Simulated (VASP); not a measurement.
# Mg2C3 (C2/m) in VASP: further runs

Runs on Mg2C3. Level: PBEsol. Tasks: single point.

All numbers are computed with VASP 6.6.1; they aren't measurements. Logs are shortened: lines on timing, memory, paths and dates and some standing lists are left out, and cuts for length are marked.

### Step 1. The cell of the first run

It takes space group C2/m (No. 12, monoclinic). The conventional cell has a = 4.797 Å, b = 4.655 Å, c = 4.978 Å, α = 90.00°, β = 104.03°, γ = 90.00°. Within 3.0 Å of Mg (site symmetry m) lie 9 C at 2.23 to 2.85 Å. Within 1.8 Å of C (site symmetry m) lie 1 C at 1.33 Å. C (site symmetry 2/m) has 2 C at 1.33 Å within 1.8 Å.

### Step 2. Single point, PBEsol

Contents of INCAR:

```
PREC = Accurate
ENCUT = 520
EDIFF = 1E-7
ISMEAR = 0
SIGMA = 0.02
LREAL = False
LASPH = True
NELM = 60
ALGO = Normal
ISIF = 2
LWAVE = False
LCHARG = False
GGA = PS
NBANDS = 16
```

Contents of KPOINTS:

```
Automatic mesh
0
Gamma
  8 8 6
```

Contents of POSCAR:

```
Mg2C3
1.0
    2.3985918227     -2.3273951403      0.0029184428
    2.3985918227      2.3273951403      0.0029184428
   -1.2126410335      0.0000000000      4.8284048079
Mg C
2 3
Direct
    0.8092596780      0.8092596780      0.1996336769
    0.1907403220      0.1907403220      0.8003663231
    0.3002581442      0.3002581442      0.2628019550
    0.6997418558      0.6997418558      0.7371980450
    0.5000000000      0.5000000000      0.5000000000
```

Potentials or basis: VASP PAW PBE potentials, release 64 (Mg, C).

Command:

```
cat potpaw_PBE.64/Mg/POTCAR potpaw_PBE.64/C/POTCAR > POTCAR
mpirun -np 1 vasp_std > vasp.out
```

OUTCAR:

```text
PREC = Accurate
   ENCUT = 520
   EDIFF = 1E-7
   ISMEAR = 0
   LREAL = False
   LASPH = True
   NELM = 60
   ISIF = 2
   GGA = PS

 ion  position               nearest neighbor table
   1  0.809  0.809  0.200-   4 2.23   3 2.30   5 2.35   3 2.35   3 2.35   3 2.54   5 2.80   5 2.80
                             4 2.85   2 3.01   2 3.02   2 3.02   2 3.10   2 3.15
   2  0.191  0.191  0.800-   3 2.23   4 2.30   5 2.35   4 2.35   4 2.35   4 2.54   5 2.80   5 2.80
                             3 2.85   1 3.01   1 3.02   1 3.02   1 3.10   1 3.15
   3  0.300  0.300  0.263-   5 1.33   2 2.23   1 2.30   1 2.35   1 2.35   1 2.54   2 2.85
   4  0.700  0.700  0.737-   5 1.33   1 2.23   2 2.30   2 2.35   2 2.35   2 2.54   1 2.85
   5  0.500  0.500  0.500-   3 1.33   4 1.33   1 2.35   2 2.35   2 2.80   2 2.80   1 2.80   1 2.80

  LATTYP: Found a base centered monoclinic cell.
 ALAT       =     4.7971871964
 B/A-ratio  =     0.9703165814
 C/A-ratio  =     1.0377648527
 COS(beta)  =    -0.2424025466

  Lattice vectors:

 A1 = (   2.3985918227,  -2.3273951403,   0.0029184428)
 A2 = (   2.3985918227,   2.3273951403,   0.0029184428)
 A3 = (  -1.2126410335,   0.0000000000,   4.8284048079)

Analysis of symmetry for initial positions (statically):
=====================================================================
 Subroutine PRICEL returns:
 Original cell was already a primitive cell.

 Routine SETGRP: Setting up the symmetry group for a
 base centered monoclinic supercell.

 Subroutine GETGRP returns: Found  4 space group operations
 (whereof  4 operations were pure point group operations)
 out of a pool of  4 trial point group operations.

The static configuration has the point symmetry C_2h.

Analysis of symmetry for dynamics (positions and initial velocities):
=====================================================================
 Subroutine PRICEL returns:
 Original cell was already a primitive cell.

 Routine SETGRP: Setting up the symmetry group for a
 base centered monoclinic supercell.

 Subroutine GETGRP returns: Found  4 space group operations
 (whereof  4 operations were pure point group operations)
 out of a pool of  4 trial point group operations.

The dynamic configuration has the point symmetry C_2h.

 Subroutine INISYM returns: Found  4 space group operations
 (whereof  4 operations are pure point group operations),
 and found     1 'primitive' translations

----------------------------------------------------------------------------------------

                                     Primitive cell
[... 97 lines left out ...]
   EDIFF  = 0.1E-06   stopping-criterion for ELM
   LREAL  =      F    real-space projection
   EDIFFG = 0.1E-05   stopping-criterion for IOM
   NSW    =      0    number of steps for IOM
   IBRION =     -1    ionic relax: 0-MD 1-quasi-New 2-CG
   NFREE  =      0    steps in history (QN), initial steepest desc. (CG)
   ISIF   =      2    stress and relaxation
   ISYM   =      2    0-nonsym 1-usesym 2-fastsym
   POTIM  = 0.5000    time-step for ionic-motion
   TEBEG  =    0.0;   TEEND  =   0.0 temperature during run
   PSTRESS=    0.0 pullay stress
   NELECT =      16.0000    total number of electrons
   NUPDOWN=      -1.0000    fix difference up-down
   EMIN   =  10.00;   EMAX   =-10.00  energy-range for DOS
   EFERMI =   0.00;   METHOD = LEGACY
   ISMEAR =     0;   SIGMA  =   0.02  broadening in eV -4-tet -1-fermi 0-gaus
   EFERMI_NEDOS =   21; number of points for ismear=-14 and -15
   IALGO  =     38    algorithm
   IMIX   =      4    mixing-type and parameters
     AMIX     =   0.40;   BMIX     =  1.00
     AMIX_MAG =   1.60;   BMIX_MAG =  1.00
  volume/ion in A,a.u.               =      10.79        72.78
  Fermi-wavevector in a.u.,A,eV,Ry     =   1.091903  2.063397 16.221562  1.192251
  Thomas-Fermi vector in A             =   2.228157
   LORBIT       =      0    0 simple, 1 ext, 2 COOP (PROOUT), +10 PAW based schemes
   GGA     = PS    functional components
   LHFCALC =     F    Hartree Fock is set to
   AEXX    =    0.0000 exact exchange contribution
   IVDW    =     0    specifies the selected vdW correction
   LEPSILON=     F    determine dielectric tensor
   LRPA    =     F    only Hartree local field effects (RPA)
 non-spin polarized calculation
 Gauss-broadening in eV      SIGMA  =   0.02
  energy-cutoff  :      520.00
  volume of cell :       53.93
 maximum number of plane-waves:      1469
 NGX is ok and might be reduce to    28
   NGX = 13   NGY = 13   NGZ = 19

 number of electron      15.9999999 magnetization

 Free energy of the ion-electron system (eV)
  ---------------------------------------------------
  ext. energy  EPLUGINS =         0.00000000
  ---------------------------------------------------
  free energy    TOTEN  =       -31.34439041 eV

  energy without entropy =      -31.34439041  energy(sigma->0) =      -31.34439041

 E-fermi :   4.7179     XC(G=0): -10.6043

 val. band max:        4.6233909050   @ k =  -0.0000  -0.0000   0.5000
 cond. band min:       6.3112878624   @ k =   0.5000   0.5000   0.0000
 fundamental gap:      1.6878969574
 Fermi energy:         4.7179323908

 k-point     1 :       0.0000    0.0000    0.0000
  band No.  band energies     occupation
      1     -11.4192      2.00000
      2      -7.4407      2.00000
      3      -2.8450      2.00000
      4       0.5008      2.00000
      5       1.2592      2.00000
      6       1.6887      2.00000
[... 433 lines left out ...]
      3      -1.7913      2.00000
      4      -1.1584      2.00000
      5       0.4174      2.00000
      6       1.2152      2.00000
[... 8 lines left out ...]
     15      14.1747      0.00000
     16      14.9607      0.00000

 [... further k-points ...]
[... 5 lines left out ...]
  --------------------------------------------------------------------------------------
  -------------------------------------------------------------------------------------
  Total       -0.0326285     -0.0748104      0.0922846      0.0000000      0.0000000      0.1092182
  in kB       -0.9694250     -2.2226940      2.7418719      0.0000000      0.0000000      3.2449860
  external PRESSURE =      -0.1500824 kB  Pullay stress =       0.0000000 kB

 VOLUME and BASIS-vectors are now :
 -----------------------------------------------------------------------------
  energy-cutoff  :      520.00
  volume of cell :       53.93
      direct lattice vectors                 reciprocal lattice vectors
     2.398591823 -2.327395140  0.002918443     0.208391963 -0.214832450  0.052337087
     2.398591823  2.327395140  0.002918443     0.208391963  0.214832450  0.052337087
    -1.212641033  0.000000000  4.828404808    -0.000251918  0.000000000  0.207044470

 POSITION                                       TOTAL-FORCE (eV/Angst)
 -----------------------------------------------------------------------------------
      3.64008      0.00000      0.96864        -0.001634      0.000000     -0.005128
     -0.05554      0.00000      3.86561         0.001634      0.000000      0.005128
      1.12171      0.00000      1.27067        -0.036569      0.000000     -0.058487
      2.46283      0.00000      3.56357         0.036569      0.000000      0.058487
      1.79227      0.00000      2.41712         0.000000      0.000000      0.000000
 -----------------------------------------------------------------------------------
    total drift:                                0.000000      0.000000     -0.000000

  FREE ENERGIE OF THE ION-ELECTRON SYSTEM (eV)
  ---------------------------------------------------
  free  energy   TOTEN  =       -31.3443904148 eV

  energy  without entropy=      -31.3443904148  energy(sigma->0) =      -31.34439041
```

OSZICAR:

```text
N       E                     dE             d eps       ncg     rms          rms(c)
DAV:   1     0.357386336483E+02    0.35739E+02   -0.68330E+03  3656   0.864E+02
DAV:   2    -0.313197005987E+02   -0.67058E+02   -0.61117E+02  5048   0.161E+02
DAV:   3    -0.352209387387E+02   -0.39012E+01   -0.38792E+01  4768   0.388E+01
DAV:   4    -0.352536115664E+02   -0.32673E-01   -0.32668E-01  4432   0.426E+00
DAV:   5    -0.352539242186E+02   -0.31265E-03   -0.31265E-03  4824   0.403E-01    0.941E+00
DAV:   6    -0.316291684656E+02    0.36248E+01   -0.54723E+00  4664   0.137E+01    0.403E+00
DAV:   7    -0.313682485421E+02    0.26092E+00   -0.11634E+00  5232   0.665E+00    0.212E+00
DAV:   8    -0.313464819064E+02    0.21767E-01   -0.50158E-02  4216   0.147E+00    0.418E-01
DAV:   9    -0.313444872182E+02    0.19947E-02   -0.38712E-03  5048   0.454E-01    0.129E-01
DAV:  10    -0.313444026062E+02    0.84612E-04   -0.53574E-04  4592   0.142E-01    0.466E-02
DAV:  11    -0.313443935333E+02    0.90729E-05   -0.67422E-05  4816   0.565E-02    0.152E-02
DAV:  12    -0.313443903199E+02    0.32134E-05   -0.10524E-05  4928   0.199E-02    0.304E-03
DAV:  13    -0.313443904574E+02   -0.13747E-06   -0.62038E-07  4272   0.570E-03    0.769E-04
DAV:  14    -0.313443904148E+02    0.42578E-07   -0.20880E-08  2920   0.116E-03
   1 F= -.31344390E+02 E0= -.31344390E+02  d E =-.580381E-14
```

stdout:

```text
POSCAR found type information on POSCAR MgC
 POSCAR found :  2 types and       5 ions
 scaLAPACK will be used
 -----------------------------------------------------------------------------
|                                                                             |
|                                                                             |
|     You enforced a specific xc type in the INCAR file but a different       |
|     I HOPE YOU KNOW WHAT YOU ARE DOING!                                     |
|                                                                             |
 -----------------------------------------------------------------------------

 LDA part: xc-table for (Slater+PW92), standard interpolation
 POSCAR, INCAR and KPOINTS ok, starting setup
 FFT: planning ... GRIDC
 FFT: planning ... GRID_SOFT
 FFT: planning ... GRID
 WAVECAR not read
 entering main loop
```

Run time: 58 s. Hardware: 1 thread of AMD EPYC 9R45 (Zen 5), shared host; peak memory 0.21 GiB.

Results:

```
Free energy            : -31.3444 eV
Pressure               : 0.0 GPa
Largest force          : 0.069 eV/Å
Band gap on the k mesh : 1.69 eV, indirect (least direct gap 2.40 eV)
```

Forces in eV/Å, atoms in the order of the input:
```
Mg  -0.002  0.000 -0.005
Mg   0.002  0.000  0.005
C   -0.037  0.000 -0.058
C    0.037  0.000  0.058
C    0.000  0.000  0.000
```

Stress tensor (GPa, compression positive):
```
-0.10  0.00  0.32
 0.00 -0.22  0.00
 0.32  0.00  0.27
```

Levels at points of the mesh, in eV from the valence-band top:
| k point | band 5 | band 6 | band 7 | band 8 | band 9 | band 10 | band 11 | band 12 |
| --- | --- | --- | --- | --- | --- | --- | --- | --- |
| (0.00, 0.00, 0.00) | -3.36 | -2.93 | -1.50 | -0.71 | 3.46 | 3.55 | 4.08 | 7.57 |
| (0.50, 0.00, 0.00) | -4.78 | -3.18 | -3.17 | -0.15 | 2.95 | 4.65 | 6.28 | 6.69 |
| (0.50, 0.50, 0.00) | -5.40 | -3.73 | -2.40 | -1.19 | 1.69 | 2.00 | 3.13 | 5.52 |
| (0.00, 0.00, 0.50) | -3.80 | -3.54 | -0.98 | 0.00 | 3.15 | 3.43 | 4.16 | 5.75 |
| (0.50, 0.00, 0.50) | -4.08 | -3.13 | -1.29 | -0.24 | 2.16 | 3.84 | 5.80 | 6.66 |
| (0.50, 0.50, 0.50) | -5.13 | -3.93 | -2.98 | -2.09 | 2.07 | 3.50 | 5.54 | 6.57 |

Caveat: the PAW data sets were made with another functional, which shifts forces and pressure a little. A k mesh can miss the band edges.

[end of part 1 of 3]
